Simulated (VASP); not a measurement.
# SiW8C8Cl4 in VASP: further runs

SiW8C8Cl4 is run at these levels: PBE; tasks: single point.

All numbers are computed with VASP 6.6.1; they aren't measurements. Logs are shortened: lines on timing, memory, paths and dates and some standing lists are left out, and cuts for length are marked.

## Step 1: The cell of the first run

The cell holds a slab with vacuum, 21 atoms: a = 5.780 Å, b = 5.780 Å, c = 17.232 Å, α = 90.00°, β = 90.00°, γ = 120.00°.

## Step 2: Single point, PBE

Input file INCAR:

```
SYSTEM = SiW8C8Cl4
PREC = Accurate ; ENCUT = 520
EDIFF = 1E-7 ; ISMEAR = -1
SIGMA = 0.1 ; LREAL = Auto
LASPH = .True. ; NELM = 100
ALGO = Normal ; ISIF = 2
LWAVE = .False. ; LCHARG = .True.
GGA = PE ; LELF = .True.
LVHAR = .True. ; NBANDS = 104
```

Input file KPOINTS:

```
regular mesh
0
Gamma
  2 2 1
  0 0 0
```

Input file POSCAR:

```
SiW8C8Cl4
1.0
    5.7800000000      0.0000000000      0.0000000000
   -2.8900000000      5.0056270000      0.0000000000
    0.0000000000      0.0000000000     17.2318000000
W C Si Cl
8 8 1 4
Direct
    0.0000000000      0.0000000000      0.0580322427
    0.0141864702      0.0259507950      0.2274167527
   -0.0000013485      0.4999973030      0.0580322427
    0.0106142691      0.5236506835      0.2272774754
    0.5000000000      0.0000000000      0.0580322427
    0.5054717775      0.0071719287      0.2277649462
    0.4999986515      0.4999973030      0.0580322427
    0.4980717441      0.5040327615      0.2250200211
    0.3370034948      0.1598201384      0.1302475655
    0.3325893142      0.1964589051      0.2944962221
    0.3130949185      0.6781967574      0.1380703119
    0.3322676975      0.6923208621      0.2931150547
    0.8669425943      0.2038505865      0.1421964043
    0.8317499256      0.1956797820      0.2907937650
    0.8496007094      0.6672291004      0.1333813067
    0.8379247904      0.6859879891      0.2911825810
    0.4684035350      0.4853537829      0.5507898188
    0.1192994970      0.4537893055      0.5194291949
    0.4059631990      0.1160094430      0.5275014798
    0.7657572701      0.8040750939      0.4863392101
    0.5205272832      0.5727154660      0.6673011525
```

Potentials or basis: VASP PAW PBE potentials, release 64 (W_sv, C, Si, Cl).

Started as:

```bash
cat potpaw_PBE.64/W_sv/POTCAR potpaw_PBE.64/C/POTCAR potpaw_PBE.64/Si/POTCAR potpaw_PBE.64/Cl/POTCAR > POTCAR
mpirun -np 1 vasp_std > vasp.out
```

OUTCAR:

```text
SYSTEM = SiW8C8Cl4
   PREC = Accurate
   ENCUT = 520
   EDIFF = 1E-7
   ISMEAR = -1
   LREAL = Auto
   LASPH = .True.
   NELM = 100
   ISIF = 2
   GGA = PE

 ion  position               nearest neighbor table
   1  0.000  0.000  0.058-   9 2.10  15 2.11  13 2.23   3 2.89   7 2.89   5 2.89   5 2.89   7 2.89
                             3 2.89   2 2.92
   2  0.014  0.026  0.227-  10 1.97  16 2.03  14 2.07  13 2.19   9 2.33  15 2.42   8 2.78   4 2.89
                             6 2.89   4 2.89   6 2.90   1 2.92   8 3.00
   3  1.000  0.500  0.058-  15 2.05  13 2.08  11 2.09   1 2.89   5 2.89   7 2.89   7 2.89   5 2.89
                             1 2.89   4 2.92
   4  0.011  0.524  0.227-  12 1.97  14 1.97  16 2.01  11 2.16  13 2.17  15 2.22   6 2.83   8 2.88
                             2 2.89   2 2.89   8 2.91   3 2.92   6 2.95
   5  0.500  0.000  0.058-   9 2.04  11 2.13  13 2.34   7 2.89   3 2.89   1 2.89   1 2.89   3 2.89
                             7 2.89   6 2.93
   6  0.505  0.007  0.228-  12 1.94  14 1.97  10 2.15  11 2.26   9 2.33  13 2.34   4 2.83   8 2.89
                             2 2.89   8 2.89   2 2.90   5 2.93   4 2.95
   7  0.500  0.500  0.058-   9 2.11  15 2.18  11 2.29   8 2.88   5 2.89   1 2.89   3 2.89   3 2.89
                             1 2.89   5 2.89
   8  0.498  0.504  0.225-  10 1.95  16 2.05  12 2.13  11 2.34  15 2.37   9 2.37   2 2.78   4 2.88
                             7 2.88   6 2.89   6 2.89   4 2.91   2 3.00
   9  0.337  0.160  0.130-   5 2.04   1 2.10   7 2.11   6 2.33   2 2.33   8 2.37
  10  0.333  0.196  0.294-   8 1.95   2 1.97   6 2.15
  11  0.313  0.678  0.138-   3 2.09   5 2.13   4 2.16   6 2.26   7 2.29   8 2.34
  12  0.332  0.692  0.293-   6 1.94   4 1.97   8 2.13
  13  0.867  0.204  0.142-   3 2.08   4 2.17   2 2.19   1 2.23   6 2.34   5 2.34
  14  0.832  0.196  0.291-   6 1.97   4 1.97   2 2.07
  15  0.850  0.667  0.133-   3 2.05   1 2.11   7 2.18   4 2.22   8 2.37   2 2.42
  16  0.838  0.686  0.291-   4 2.01   2 2.03   8 2.05
  17  0.468  0.485  0.551-  18 2.01  19 2.02  21 2.06  20 2.10
  18  0.119  0.454  0.519-  17 2.01
  19  0.406  0.116  0.528-  17 2.02
  20  0.766  0.804  0.486-  17 2.10
  21  0.521  0.573  0.667-  17 2.06

  LATTYP: Found a hexagonal cell.
 ALAT       =     5.7800000000
 C/A-ratio  =     2.9812802768

  Lattice vectors:

 A1 = (   5.7800000000,   0.0000000000,   0.0000000000)
 A2 = (  -2.8900000000,   5.0056270000,   0.0000000000)
 A3 = (   0.0000000000,   0.0000000000,  17.2318000000)

Analysis of symmetry for initial positions (statically):
=====================================================================
 Subroutine PRICEL returns:
 Original cell was already a primitive cell.

 Routine SETGRP: Setting up the symmetry group for a
 hexagonal supercell.

 Subroutine GETGRP returns: Found  1 space group operations
 (whereof  1 operations were pure point group operations)
 out of a pool of 24 trial point group operations.

The static configuration has the point symmetry C_1 .

Analysis of symmetry for dynamics (positions and initial velocities):
=====================================================================
 Subroutine PRICEL returns:
 Original cell was already a primitive cell.

 Routine SETGRP: Setting up the symmetry group for a
 hexagonal supercell.

 Subroutine GETGRP returns: Found  1 space group operations
 (whereof  1 operations were pure point group operations)
 out of a pool of 24 trial point group operations.

The dynamic configuration has the point symmetry C_1 .

 Subroutine INISYM returns: Found  1 space group operations
 (whereof  1 operations are pure point group operations),
 and found     1 'primitive' translations

----------------------------------------------------------------------------------------

                                     Primitive cell

  volume of cell :     498.5595

  direct lattice vectors                    reciprocal lattice vectors
     5.780000000  0.000000000  0.000000000     0.173010381  0.099887587  0.000000000
    -2.890000000  5.005627000  0.000000000     0.000000000  0.199775173  0.000000000
     0.000000000  0.000000000 17.231800000     0.000000000  0.000000000  0.058032243

  length of vectors
     5.780000000  5.780000144 17.231800000     0.199775178  0.199775173  0.058032243

  position of ions in fractional coordinates (direct lattice)
     0.000000000  0.000000000  0.058032243
     0.014186470  0.025950795  0.227416753
     0.999998652  0.499997303  0.058032243
     0.010614269  0.523650684  0.227277475
     0.500000000  0.000000000  0.058032243
     0.505471777  0.007171929  0.227764946
[... 13 lines left out ...]
     0.765757270  0.804075094  0.486339210
     0.520527283  0.572715466  0.667301153

  ion indices of the primitive-cell ions
   primitive index   ion index
                 1           1
                 2           2
                 3           3
                 4           4
                 5           5
                 6           6
[... 13 lines left out ...]
                20          20
                21          21

----------------------------------------------------------------------------------------

 KPOINTS: regular mesh

Automatic generation of k-mesh.
 Grid dimensions read from file:
 generate k-points for:    2    2    1

 Generating k-lattice:

  Cartesian coordinates                     Fractional coordinates (reciprocal lattice)
     0.086505190  0.049943793  0.000000000     0.500000000 -0.000000000  0.000000000
     0.000000000  0.099887587  0.000000000     0.000000000  0.500000000  0.000000000
     0.000000000  0.000000000  0.058032243     0.000000000  0.000000000  1.000000000

  Length of vectors
     0.099887589  0.099887587  0.058032243

  Shift w.r.t. Gamma in fractional coordinates (k-lattice)
     0.000000000  0.000000000  0.000000000

 Subroutine IBZKPT returns following result:
 ===========================================

 Found      4 irreducible k-points:

 Following reciprocal coordinates:
            Coordinates               Weight
  0.000000  0.000000  0.000000      1.000000
  0.500000 -0.000000  0.000000      1.000000
  0.000000  0.500000  0.000000      1.000000
  0.500000  0.500000  0.000000      1.000000
   k-points           NKPTS =      4   k-points in BZ     NKDIM =      4   number of bands    NBANDS=    104
   number of dos      NEDOS =    301   number of ions     NIONS =     21
   total plane-waves  NPLWV = 294912
   dimension x,y,z NGX =    48 NGY =   48 NGZ =  128
   dimension x,y,z NGXF=    96 NGYF=   96 NGZF=  256
   ions per type =               8   8   1   4
   NGX,Y,Z   is equivalent  to a cutoff of  13.81, 13.81, 12.35 a.u.
   NGXF,Y,Z  is equivalent  to a cutoff of  27.61, 27.61, 24.70 a.u.
 SYSTEM =  SiW8C8Cl4
   PREC   = accura    normal or accurate (medium, high low for compatibility)
   ISTART =      0    job   : 0-new  1-cont  2-samecut
   ICHARG =      2    charge: 1-file 2-atom 10-const
   ISPIN  =      1    spin polarized calculation?
   LNONCOLLINEAR =      F non collinear calculations
   LSORBIT =      F    spin-orbit coupling
   LASPH  =      T    aspherical Exc in radial PAW
   ENCUT  =  520.0 eV  38.22 Ry    6.18 a.u.  10.75 10.75 32.04*2*pi/ulx,y,z
   NELM   =    100;   NELMIN=  2; NELMDL= -5     # of ELM steps
   EDIFF  = 0.1E-06   stopping-criterion for ELM
   LREAL  =      T    real-space projection
   EDIFFG = 0.1E-05   stopping-criterion for IOM
   NSW    =      0    number of steps for IOM
   IBRION =     -1    ionic relax: 0-MD 1-quasi-New 2-CG
   NFREE  =      0    steps in history (QN), initial steepest desc. (CG)
   ISIF   =      2    stress and relaxation
   ISYM   =      2    0-nonsym 1-usesym 2-fastsym
   POTIM  = 0.5000    time-step for ionic-motion
   TEBEG  =    0.0;   TEEND  =   0.0 temperature during run
   PSTRESS=    0.0 pullay stress
   NELECT =     176.0000    total number of electrons
   NUPDOWN=      -1.0000    fix difference up-down
   EMIN   =  10.00;   EMAX   =-10.00  energy-range for DOS
   EFERMI =   0.00;   METHOD = LEGACY
   ISMEAR =    -1;   SIGMA  =   0.10  broadening in eV -4-tet -1-fermi 0-gaus
   EFERMI_NEDOS =   21; number of points for ismear=-14 and -15
   IALGO  =     38    algorithm
   IMIX   =      4    mixing-type and parameters
     AMIX     =   0.40;   BMIX     =  1.00
     AMIX_MAG =   1.60;   BMIX_MAG =  1.00
  volume/ion in A,a.u.               =      23.74       160.21
  Fermi-wavevector in a.u.,A,eV,Ry     =   1.157018  2.186447 18.213988  1.338690
  Thomas-Fermi vector in A             =   2.293633
   LORBIT       =      0    0 simple, 1 ext, 2 COOP (PROOUT), +10 PAW based schemes
   GGA     = PE    functional components
   LHFCALC =     F    Hartree Fock is set to
   AEXX    =    0.0000 exact exchange contribution
   IVDW    =     0    specifies the selected vdW correction
   LEPSILON=     F    determine dielectric tensor
   LRPA    =     F    only Hartree local field effects (RPA)
 non-spin polarized calculation
  energy-cutoff  :      520.00
  volume of cell :      498.56
 maximum number of plane-waves:     13457
 NGX is ok and might be reduce to    48
   NGX = 21   NGY = 21   NGZ = 65

 number of electron     175.9999993 magnetization

 Free energy of the ion-electron system (eV)
  ---------------------------------------------------
  ext. energy  EPLUGINS =         0.00000000
  ---------------------------------------------------
  free energy    TOTEN  =      -180.34010998 eV

  energy without entropy =     -180.07419654  energy(sigma->0) =     -180.20715326

 E-fermi :   2.0508     XC(G=0):  -7.9065

 val. band max:        1.9158470321   @ k =   0.5000   0.5000   0.0000
 cond. band min:       2.0567989903   @ k =   0.0000   0.5000   0.0000
 fundamental gap:      0.1409519582
 Fermi energy:         2.0507942248

 k-point     1 :       0.0000    0.0000    0.0000
  band No.  band energies     occupation
      1     -72.0769      2.00000
      2     -72.0328      2.00000
      3     -72.0034      2.00000
      4     -71.9698      2.00000
      5     -71.8077      2.00000
      6     -71.7560      2.00000
[... 401 lines left out ...]
     99       4.1020      0.00000
    100       4.2344      0.00000
 [bands above 100 left out]

------------------------ aborting loop because EDIFF is reached ----------------------------------------

  FORCE on cell =-STRESS in cart. coord.  units (eV):
  Direction    XX          YY          ZZ          XY          YZ          ZX
  --------------------------------------------------------------------------------------
  -------------------------------------------------------------------------------------
  Total       13.1263762     12.6520858     -2.5722780      0.1457655     -3.7196106      2.6542858
  in kB       42.1830969     40.6589111     -8.2663069      0.4684339    -11.9533902      8.5298481
  external PRESSURE =      24.8585671 kB  Pullay stress =       0.0000000 kB

 VOLUME and BASIS-vectors are now :
 -----------------------------------------------------------------------------
  energy-cutoff  :      520.00
  volume of cell :      498.56
      direct lattice vectors                 reciprocal lattice vectors
     5.780000000  0.000000000  0.000000000     0.173010381  0.099887587  0.000000000
    -2.890000000  5.005627000  0.000000000     0.000000000  0.199775173  0.000000000
     0.000000000  0.000000000 17.231800000     0.000000000  0.000000000  0.058032243

 POSITION                                       TOTAL-FORCE (eV/Angst)
 -----------------------------------------------------------------------------------
      0.00000      0.00000      1.00000        -0.357238      0.393450      0.461070
      0.00700      0.12990      3.91880        -0.310960     -1.791638      0.028292
      4.33500      2.50280      1.00000         0.225803      0.190685      0.006762
     -1.45200      2.62120      3.91640        -0.811348     -0.417832     -0.396919
      2.89000      0.00000      1.00000         0.564541      0.136681      0.497735
      2.90090      0.03590      3.92480        -1.166123      1.632258     -0.786776
[... 13 lines left out ...]
      2.10230      4.02490      8.38050        -0.295306     -1.320781      0.595748
      1.35350      2.86680     11.49880         0.250195     -0.050929     -0.251228
 -----------------------------------------------------------------------------------
    total drift:                               -0.003972     -0.006971     -0.017105

  FREE ENERGIE OF THE ION-ELECTRON SYSTEM (eV)
  ---------------------------------------------------
  free  energy   TOTEN  =      -180.3401099758 eV

  energy  without entropy=     -180.0741965419  energy(sigma->0) =     -180.20715326
```

Run time: 8.1 min. Hardware: 1 thread of Intel Xeon Platinum 8488C (Sapphire Rapids), shared host; peak memory 0.69 GiB.

Results:

```yaml
Free_energy: -180.3401 eV
Largest_force: 3.133 eV/Å
Band_gap_on_the_k_mesh: zero (bands 88 and 89 overlap by 0.54 eV)
```

Forces on the atoms (eV/Å):
```
W   -0.357  0.393  0.461
W   -0.311 -1.792  0.028
W    0.226  0.191  0.007
W   -0.811 -0.418 -0.397
W    0.565  0.137  0.498
W   -1.166  1.632 -0.787
W    0.004  0.558  0.363
W    0.645  1.984  0.822
C   -0.589  0.978  1.258
C    0.732 -0.533 -0.424
C    2.666 -0.047 -1.139
C    1.376 -0.706  0.402
C   -0.657 -2.409 -1.893
C    0.792 -0.827  0.824
C   -1.960  0.603  0.215
C   -1.155  0.251 -0.281
Si   0.114  0.827 -0.320
Cl  -0.665  0.220 -0.120
Cl   0.598  0.329  0.137
Cl  -0.295 -1.321  0.596
Cl   0.250 -0.051 -0.251
```

Caveat: the k points lie up to 0.63 Å⁻¹ apart, too coarse for converged energies and pressures of a metal; spin-orbit coupling is left out, which moves the levels of the heavy elements.

## Step 3: Single point, PBE

Input file INCAR:

```
SYSTEM = SiW8C8Cl4
ALGO = Normal
EDIFF = 1E-6
ENCUT = 520
GGA = PE
ISIF = 2
ISMEAR = -1
LASPH = .TRUE.
LCHARG = .TRUE.
LELF = .TRUE.
LREAL = Auto
LVHAR = .TRUE.
LWAVE = .FALSE.
NBANDS = 104
NELM = 80
PREC = Accurate
SIGMA = 0.1
```

Input file KPOINTS:

```
k-points
0
G
  2 2 1
  0 0 0
```

Input file POSCAR:

```
SiW8C8Cl4
1.0
    5.7800000000      0.0000000000      0.0000000000
   -2.8900000000      5.0056270000      0.0000000000
    0.0000000000      0.0000000000     17.2318000000
W C Si Cl
8 8 1 4
Direct
    0.0000000000      0.0000000000      0.0580322427
    0.0006186888      0.0049744018      0.2286702492
   -0.0000013485      0.4999973030      0.0580322427
    0.0076280009      0.5114843755      0.2282698267
    0.5000000000      0.0000000000      0.0580322427
    0.5110391533      0.0209364381      0.2242481923
    0.4999986515      0.4999973030      0.0580322427
    0.5173460372      0.5191557421      0.2287689040
    0.3359245578      0.1788387349      0.1306421848
    0.3274387278      0.2013134419      0.2896273169
    0.3496504779      0.7010310596      0.1371185831
    0.3819644900      0.7127179073      0.2900973781
    0.8419575107      0.1812160594      0.1333522905
    0.8288812407      0.1649943154      0.2970322311
    0.8415818257      0.6694266273      0.1341009065
    0.8283113290      0.6803942843      0.2912928423
    0.4189741742      0.4809587290      0.5438085400
    0.0584409615      0.4372279437      0.5136840028
    0.4051228770      0.1270969651      0.5253252707
    0.7302451605      0.7490370337      0.4788530508
    0.5277749701      0.5652039195      0.6573021971
```

Potentials or basis: VASP PAW PBE potentials, release 64 (W_sv, C, Si, Cl).

Started as:

```bash
cat potpaw_PBE.64/W_sv/POTCAR potpaw_PBE.64/C/POTCAR potpaw_PBE.64/Si/POTCAR potpaw_PBE.64/Cl/POTCAR > POTCAR
mpirun -np 1 vasp_std > vasp.out
```

It took 8.9 min on 1 thread of Intel Xeon Platinum 8488C (Sapphire Rapids), shared host; peak memory 0.69 GiB.

It converged, with:

```
Free energy            : -180.5438 eV
Largest force          : 3.596 eV/Å
Band gap on the k mesh : zero (bands 88 and 89 overlap by 0.44 eV)
```

Forces in eV/Å, atoms in the order of the input:
```
W   -0.083  0.289  0.044
W    0.014  1.638 -1.473
W    0.367  0.871  0.144
W    0.799  0.062  0.213
W   -0.077  0.883 -0.562
W   -0.595  0.854  0.614
W   -0.104  0.990  0.190
W   -1.671 -0.673 -3.112
C    0.248 -0.602  0.582
C    1.099 -1.434  0.988
C   -0.032 -2.236 -0.274
C   -1.924 -1.353  1.022
C    0.068 -0.494  0.892
C    0.074  1.064 -1.140
C   -0.177  0.064 -0.007
C    2.000  0.064  1.794
Si   0.352 -0.358 -0.166
Cl   0.661  0.260  0.293
Cl  -0.146 -0.315 -0.076
Cl  -0.480  0.223 -0.176
Cl  -0.394  0.200  0.209
```

Levels at points of the mesh, in eV from the Fermi level:
```
           k point  band 86  band 87  band 88  band 89  band 90  band 91  band 92  band 93
(0.00, 0.00, 0.00)     0.12     0.16     0.26     0.46     1.04     1.36     1.55     1.64
(0.50, 0.00, 0.00)    -1.07    -0.58    -0.50    -0.08     0.10     1.07     1.13     1.32
(0.00, 0.50, 0.00)    -1.23    -0.70    -0.55    -0.04     0.16     1.01     1.05     1.32
(0.50, 0.50, 0.00)    -1.02    -0.70    -0.44    -0.19    -0.07     1.05     1.12     1.30
```

Caveat: the k points lie up to 0.63 Å⁻¹ apart; spin-orbit coupling is left out, which moves the levels of the heavy elements.

(Continued in part 2 of 3.)
